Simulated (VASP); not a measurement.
# Al (P-1) in VASP: notebook

Runs on Al. Level: PBE+D3(BJ). Tasks: single point.

Everything below comes from runs of VASP 6.6.1. Logs are shortened: lines on timing, memory, paths and dates and some standing lists are left out, and cuts for length are marked.

## 1. The cell of the first run

The typed cell holds 6 atoms: a = 2.804 Å, b = 2.804 Å, c = 14.337 Å, α = 79.36°, β = 79.99°, γ = 60.00°.

## 2. Single point, PBE+D3(BJ)

The input, INCAR:

```
SYSTEM = Al
PREC = Accurate ; ENCUT = 520
EDIFF = 1E-6 ; ISMEAR = 0
SIGMA = 0.15 ; LREAL = .False.
LASPH = .True. ; NELM = 60
ALGO = Fast ; ISIF = 2
LWAVE = .False. ; LCHARG = .True.
GGA = PE ; IVDW = 12
LELF = .True. ; LVHAR = .True.
NBANDS = 18
```

The input, KPOINTS:

```
Automatic mesh
0
Gamma
  18 18 3
  0 0 0
```

The input, POSCAR:

```
Al
1.0
   -2.8035700760      0.0000000000      0.0000000000
   -1.4017850380     -2.4279629071      0.0000000000
   -2.4920622898     -1.6186419381     14.0252688885
Al
6
Direct
    0.6203611111      0.6111000000      0.0833500000
    0.4351759259      0.3888777778      0.4166833333
    0.2499907407      0.1666555556      0.7500166667
   -0.1759351852     -0.2777888889      0.9166833333
    0.1944351852      0.1666555556      0.2500166667
    0.0092500000     -0.0555666667      0.5833500000
```

Potentials or basis: VASP PAW PBE potentials, release 64 (Al).

On the command line:

```sh
$ cat potpaw_PBE.64/Al/POTCAR > POTCAR
$ mpirun -np 1 vasp_std > vasp.out
```

OUTCAR:

```text
SYSTEM = Al
   PREC = Accurate
   ENCUT = 520
   EDIFF = 1E-6
   ISMEAR = 0
   LREAL = .False.
   LASPH = .True.
   NELM = 60
   ISIF = 2
   GGA = PE
   IVDW = 12
 IVDW          = 12

 ion  position               nearest neighbor table
   1  0.620  0.611  0.083-   4 2.36   5 2.84   5 2.84   5 2.84
   2  0.435  0.389  0.417-   5 2.84   5 2.84   5 2.84   6 2.84   6 2.84   6 2.84
   3  0.250  0.167  0.750-   4 2.84   4 2.84   4 2.84   6 2.84   6 2.84   6 2.84
   4  0.824  0.722  0.917-   1 2.36   3 2.84   3 2.84   3 2.84
   5  0.194  0.167  0.250-   2 2.84   2 2.84   2 2.84   1 2.84   1 2.84   1 2.84
   6  0.009  0.944  0.583-   3 2.84   2 2.84   2 2.84   3 2.84   2 2.84   3 2.84

  LATTYP: Found a triclinic cell.
 ALAT       =     4.8559258142
 B/A-ratio  =     0.5773502692
 C/A-ratio  =     3.2050268534
 COS(alpha) =     0.0100077211
 COS(beta)  =     0.2253404590
 COS(gamma) =     0.8660254038

  Lattice vectors:

 A1 = (  -4.2053551140,   2.4279629071,   0.0000000000)
 A2 = (  -1.4017850380,   2.4279629071,   0.0000000000)
 A3 = (  -5.9186479382,  -3.2372838761, -14.0252688885)

Analysis of symmetry for initial positions (statically):
=====================================================================
 Subroutine PRICEL returns:
 Original cell was already a primitive cell.

 Routine SETGRP: Setting up the symmetry group for a
 triclinic supercell.

 Subroutine GETGRP returns: Found  2 space group operations
 (whereof  1 operations were pure point group operations)
 out of a pool of  2 trial point group operations.

The static configuration has the point symmetry C_1 .
 The point group associated with its full space group is S_2 .

Analysis of symmetry for dynamics (positions and initial velocities):
=====================================================================
 Subroutine PRICEL returns:
 Original cell was already a primitive cell.

 Routine SETGRP: Setting up the symmetry group for a
 triclinic supercell.

 Subroutine GETGRP returns: Found  2 space group operations
 (whereof  1 operations were pure point group operations)
 out of a pool of  2 trial point group operations.

The dynamic configuration has the point symmetry C_1 .
 The point group associated with its full space group is S_2 .

 Subroutine INISYM returns: Found  2 space group operations
 (whereof  1 operations are pure point group operations),
 and found     1 'primitive' translations

----------------------------------------------------------------------------------------

                                     Primitive cell

  volume of cell :      95.4695

  direct lattice vectors                    reciprocal lattice vectors
    -2.803570076  0.000000000  0.000000000    -0.356688070  0.205933953 -0.039611045
    -1.401785038 -2.427962907  0.000000000     0.000000000 -0.411867907 -0.047533254
    -2.492062290 -1.618641938 14.025268888     0.000000000  0.000000000  0.071299881

  length of vectors
     2.803570076  2.803570076 14.336615485     0.413768302  0.414601716  0.071299881

  position of ions in fractional coordinates (direct lattice)
     0.620361111  0.611100000  0.083350000
     0.435175926  0.388877778  0.416683333
     0.249990741  0.166655556  0.750016667
     0.824064815  0.722211111  0.916683333
     0.194435185  0.166655556  0.250016667
     0.009250000  0.944433333  0.583350000

  ion indices of the primitive-cell ions
   primitive index   ion index
                 1           1
                 2           2
                 3           3
                 4           4
                 5           5
                 6           6

----------------------------------------------------------------------------------------

 KPOINTS: Automatic mesh

Automatic generation of k-mesh.
 Grid dimensions read from file:
 generate k-points for:   18   18    3

 Generating k-lattice:

  Cartesian coordinates                     Fractional coordinates (reciprocal lattice)
    -0.019816004  0.011440775 -0.002200614     0.055555556  0.000000000  0.000000000
     0.000000000 -0.022881550 -0.002640736     0.000000000  0.055555556  0.000000000
     0.000000000  0.000000000  0.023766627     0.000000000  0.000000000  0.333333333

  Length of vectors
     0.022987128  0.023033429  0.023766627

  Shift w.r.t. Gamma in fractional coordinates (k-lattice)
     0.000000000  0.000000000  0.000000000

 Subroutine IBZKPT returns following result:
 ===========================================

 Found    488 irreducible k-points:

 Following reciprocal coordinates:
            Coordinates               Weight
  0.000000  0.000000  0.000000      1.000000
  0.055556 -0.000000  0.000000      2.000000
  0.111111 -0.000000  0.000000      2.000000
  0.166667 -0.000000  0.000000      2.000000
  0.222222 -0.000000 -0.000000      2.000000
  0.277778  0.000000  0.000000      2.000000
[... 16 lines left out ...]
 -0.333333  0.055556 -0.000000      2.000000
 -0.277778  0.055556 -0.000000      2.000000
 [... further k-points ...]
   k-points           NKPTS =    488   k-points in BZ     NKDIM =    488   number of bands    NBANDS=     18
   number of dos      NEDOS =    301   number of ions     NIONS =      6
   total plane-waves  NPLWV =  62208
   dimension x,y,z NGX =    24 NGY =   24 NGZ =  108
   dimension x,y,z NGXF=    48 NGYF=   48 NGZF=  216
   ions per type =               6
   NGX,Y,Z   is equivalent  to a cutoff of  14.23, 14.23, 12.52 a.u.
   NGXF,Y,Z  is equivalent  to a cutoff of  28.46, 28.46, 25.05 a.u.
 SYSTEM =  Al
   PREC   = accura    normal or accurate (medium, high low for compatibility)
   ISTART =      0    job   : 0-new  1-cont  2-samecut
   ICHARG =      2    charge: 1-file 2-atom 10-const
   ISPIN  =      1    spin polarized calculation?
   LNONCOLLINEAR =      F non collinear calculations
   LSORBIT =      F    spin-orbit coupling
   LASPH  =      T    aspherical Exc in radial PAW
   ENCUT  =  520.0 eV  38.22 Ry    6.18 a.u.   5.21  5.21 26.66*2*pi/ulx,y,z
   NELM   =     60;   NELMIN=  2; NELMDL= -5     # of ELM steps
   EDIFF  = 0.1E-05   stopping-criterion for ELM
   LREAL  =      F    real-space projection
   EDIFFG = 0.1E-04   stopping-criterion for IOM
   NSW    =      0    number of steps for IOM
   IBRION =     -1    ionic relax: 0-MD 1-quasi-New 2-CG
   NFREE  =      0    steps in history (QN), initial steepest desc. (CG)
   ISIF   =      2    stress and relaxation
   ISYM   =      2    0-nonsym 1-usesym 2-fastsym
   POTIM  = 0.5000    time-step for ionic-motion
   TEBEG  =    0.0;   TEEND  =   0.0 temperature during run
   PSTRESS=    0.0 pullay stress
   NELECT =      18.0000    total number of electrons
   NUPDOWN=      -1.0000    fix difference up-down
   EMIN   =  10.00;   EMAX   =-10.00  energy-range for DOS
   EFERMI =   0.00;   METHOD = LEGACY
   ISMEAR =     0;   SIGMA  =   0.15  broadening in eV -4-tet -1-fermi 0-gaus
   EFERMI_NEDOS =   21; number of points for ismear=-14 and -15
   IALGO  =     68    algorithm
   IMIX   =      4    mixing-type and parameters
     AMIX     =   0.40;   BMIX     =  1.00
     AMIX_MAG =   1.60;   BMIX_MAG =  1.00
  volume/ion in A,a.u.               =      15.91       107.38
  Fermi-wavevector in a.u.,A,eV,Ry     =   0.938737  1.773956 11.989833  0.881228
  Thomas-Fermi vector in A             =   2.065979
   LORBIT       =      0    0 simple, 1 ext, 2 COOP (PROOUT), +10 PAW based schemes
   GGA     = PE    functional components
   LHFCALC =     F    Hartree Fock is set to
   AEXX    =    0.0000 exact exchange contribution
   IVDW    =    12    specifies the selected vdW correction
   LEPSILON=     F    determine dielectric tensor
   LRPA    =     F    only Hartree local field effects (RPA)
 non-spin polarized calculation
 RMM-DIIS sequential band-by-band and
 Gauss-broadening in eV      SIGMA  =   0.15
  energy-cutoff  :      520.00
  volume of cell :       95.47
 maximum number of plane-waves:      2595
 NGX is ok and might be reduce to    24

 number of electron      18.0000000 magnetization

 Free energy of the ion-electron system (eV)
  ---------------------------------------------------
  ext. energy  EPLUGINS =         0.00000000
  ---------------------------------------------------
  free energy    TOTEN  =       -21.81050765 eV

  energy without entropy =      -21.78185315  energy(sigma->0) =      -21.79618040

 E-fermi :   8.3382     XC(G=0): -10.3234

 val. band max:        8.3375584232   @ k =   0.3889  -0.1667   0.3333
 cond. band min:       8.3404867541   @ k =  -0.4444   0.3333   0.3333
 fundamental gap:      0.0029283310
 Fermi energy:         8.3382423266

 k-point     1 :       0.0000    0.0000    0.0000
  band No.  band energies     occupation
      1      -3.0144      2.00000
      2      -2.2870      2.00000
      3      -2.2337      2.00000
      4      -0.0402      2.00000
      5      -0.0295      2.00000
      6       3.5055      2.00000
[... 10 lines left out ...]
     17      20.0390      0.00000
     18      20.0623      0.00000

 k-point     2 :       0.0556   -0.0000    0.0000
  band No.  band energies     occupation
      1      -2.9363      2.00000
      2      -2.2358      2.00000
      3      -2.1294      2.00000
      4      -0.0492      2.00000
      5       0.1323      2.00000
      6       3.5104      2.00000
[... 10 lines left out ...]
     17      19.3564      0.00000
     18      19.5491      0.00000

 k-point     3 :       0.1111   -0.0000    0.0000
  band No.  band energies     occupation
      1      -2.7021      2.00000
      2      -2.0453      2.00000
      3      -1.8541      2.00000
      4       0.0897      2.00000
      5       0.4514      2.00000
      6       3.6134      2.00000
[... 412 lines left out ...]
 k-point    23 :      -0.3333    0.0556   -0.0000
  band No.  band energies     occupation
      1       0.2914      2.00000
      2       0.8104      2.00000
      3       1.2430      2.00000
      4       2.7694      2.00000
      5       3.6049      2.00000
      6       6.0134      2.00000
[... 10 lines left out ...]
     17      13.9942      0.00000
     18      14.3315      0.00000

 k-point    24 :      -0.2778    0.0556   -0.0000
  band No.  band energies     occupation
      1      -0.6243      2.00000
      2      -0.0569      2.00000
      3       0.2900      2.00000
      4       1.9634      2.00000
      5       2.6352      2.00000
      6       5.3434      2.00000
[... 10 lines left out ...]
     17      14.3571      0.00000
     18      14.8023      0.00000

 [... further k-points ...]

------------------------ aborting loop because EDIFF is reached ----------------------------------------

 Edisp (eV)   -2.09606

 E8    (eV) :    -0.9378

  FORCE on cell =-STRESS in cart. coord.  units (eV):
  Direction    XX          YY          ZZ          XY          YZ          ZX
  --------------------------------------------------------------------------------------
  -------------------------------------------------------------------------------------
  Total       0.51280     0.52696     3.49577    -0.17345     0.00429     0.87074
  in kB       8.60578     8.84356    58.66634    -2.91081     0.07191    14.61276
  external pressure =       25.37 kB  Pullay stress =        0.00 kB

 VOLUME and BASIS-vectors are now :
 -----------------------------------------------------------------------------
  energy-cutoff  :      520.00
  volume of cell :       95.47
      direct lattice vectors                 reciprocal lattice vectors
    -2.803570076  0.000000000  0.000000000    -0.356688070  0.205933953 -0.039611045
    -1.401785038 -2.427962907  0.000000000     0.000000000 -0.411867907 -0.047533254
    -2.492062290 -1.618641938 14.025268888     0.000000000  0.000000000  0.071299881

 POSITION                                       TOTAL-FORCE (eV/Angst)
 -----------------------------------------------------------------------------------
     -2.80357     -1.61864      1.16901         0.369874      0.003646      1.849498
     -2.80357     -1.61864      5.84410         0.009991      0.000291      0.015977
     -2.80357     -1.61864     10.51919         0.015236     -0.006617      0.049791
     -5.60714     -3.23728     12.85673        -0.369874     -0.003646     -1.849498
     -1.40179     -0.80932      3.50655        -0.015236      0.006617     -0.049791
     -2.80357     -3.23728      8.18164        -0.009991     -0.000291     -0.015977
 -----------------------------------------------------------------------------------
    total drift:                               -0.000000      0.000000      0.000000

  FREE ENERGIE OF THE ION-ELECTRON SYSTEM (eV)
  ---------------------------------------------------
  free  energy   TOTEN  =       -23.9065691498 eV

  energy  without entropy=      -23.8779146468  energy(sigma->0) =      -23.89224190
```

Wall time 5.3 min (1 thread of Intel Xeon 6975P-C (Granite Rapids), shared host); peak memory 0.68 GiB.

Results:

| Property | Result |
| --- | --- |
| Free energy | -23.9066 eV |
| Pressure | 2.5 GPa |
| Largest force | 1.886 eV/Å |
| Band gap on the k mesh | zero (band 9 reaches 11.90 eV, above the bottom of band 10 at 6.68 eV) |
| Dispersion energy per atom | -0.349 eV |

Forces in eV/Å, atoms in the order of the input:
```
Al   0.370  0.004  1.849
Al   0.010  0.000  0.016
Al   0.015 -0.007  0.050
Al  -0.370 -0.004 -1.849
Al  -0.015  0.007 -0.050
Al  -0.010  0.000 -0.016
```

Levels at points of the mesh, in eV from the Fermi level:
```csv
k point,band 6,band 7,band 8,band 9,band 10,band 11,band 12,band 13
"(0.00, 0.00, 0.00)",-4.83,-4.64,0.15,0.25,6.11,6.37,11.33,11.36
"(0.50, 0.00, 0.00)",-3.90,-3.35,-2.74,-1.71,-1.21,-0.02,0.15,2.48
"(0.00, 0.50, 0.00)",-3.73,-3.54,-2.84,-1.52,-1.07,-0.18,-0.11,2.71
"(0.50, 0.50, 0.00)",-3.72,-3.53,-2.94,-1.30,-0.95,-0.35,-0.34,2.92
```

Caveat: pairwise dispersion overbinds metals, which lowers pressure and volume; forces of over 1 eV/Å act on the atoms, so gaps and moduli don't describe the material at rest.

## 3. Single point, PBE+D3(BJ)

This run uses another cell than the first one, of the same volume but with other edges.

The input, INCAR:

```
SYSTEM = Al
  PREC = Accurate
  ENCUT = 520
  EDIFF = 1E-7
  ISMEAR = 0
  SIGMA = 0.15
  LREAL = .False.
  LASPH = .True.
  NELM = 80
  ALGO = Fast
  ISIF = 2
  LWAVE = .False.
  LCHARG = .False.
  GGA = PE
  IVDW = 12
  NBANDS = 18
```

KPOINTS is that of step 2.

The input, POSCAR:

```
Al
1.0
   -2.8035700760      0.0000000000      0.0000000000
   -1.4017850380     -2.4279629071      0.0000000000
   -0.6230155724     -0.5395473127     14.0252688885
Al
6
Direct
    0.6574055556      0.6481444444      0.0833500000
    0.6203685185      0.5740703704      0.4166833333
    0.5833314815      0.4999962963      0.7500166667
    0.2314796296      0.1296259259      0.9166833333
    0.3055537037      0.2777740741      0.2500166667
    0.2685166667      0.2037000000      0.5833500000
```

Potentials or basis: VASP PAW PBE potentials, release 64 (Al).

On the command line:

```sh
$ cat potpaw_PBE.64/Al/POTCAR > POTCAR
$ mpirun -np 1 vasp_std > vasp.out
```

Run time: 6.5 min. Hardware: 1 thread of Intel Xeon 6975P-C (Granite Rapids), shared host; peak memory 0.69 GiB.

Results (log left out):

```
Free energy                : -24.3179 eV
Pressure                   : 0.3 GPa
Largest force              : 0.288 eV/Å
Band gap on the k mesh     : zero (band 9 reaches 11.77 eV, above the bottom of band 10 at 6.35 eV)
Dispersion energy per atom : -0.349 eV
```

Forces in eV/Å, atoms in the order of the input:
```
Al  -0.119  0.129  0.228
Al   0.000  0.006  0.010
Al   0.027  0.026  0.018
Al   0.119 -0.129 -0.228
Al  -0.027 -0.026 -0.018
Al   0.000 -0.006 -0.010
```

Stress tensor (GPa, compression positive):
```
 0.50 -0.20 -0.90
-0.20  0.73  0.33
-0.90  0.33 -0.24
```

Levels at points of the mesh, in eV from the Fermi level:
| k point | band 5 | band 6 | band 7 | band 8 | band 9 | band 10 | band 11 | band 12 | band 13 | band 14 |
| --- | --- | --- | --- | --- | --- | --- | --- | --- | --- | --- |
| (0.00, 0.00, 0.00) | -8.42 | -4.86 | -4.70 | 0.17 | 0.18 | 6.26 | 6.30 | 11.24 | 11.32 | 11.46 |
| (0.50, 0.00, 0.00) | -4.52 | -4.48 | -2.52 | -2.43 | -2.21 | -2.04 | 0.50 | 1.17 | 1.24 | 1.81 |
| (0.00, 0.50, 0.00) | -4.46 | -4.39 | -2.74 | -2.52 | -2.13 | -1.80 | 0.38 | 0.96 | 1.47 | 1.95 |
| (0.50, 0.50, 0.00) | -4.42 | -4.20 | -3.10 | -2.54 | -1.91 | -1.75 | 0.05 | 0.97 | 1.49 | 2.26 |

Caveat: pairwise dispersion overbinds metals, which lowers pressure and volume.
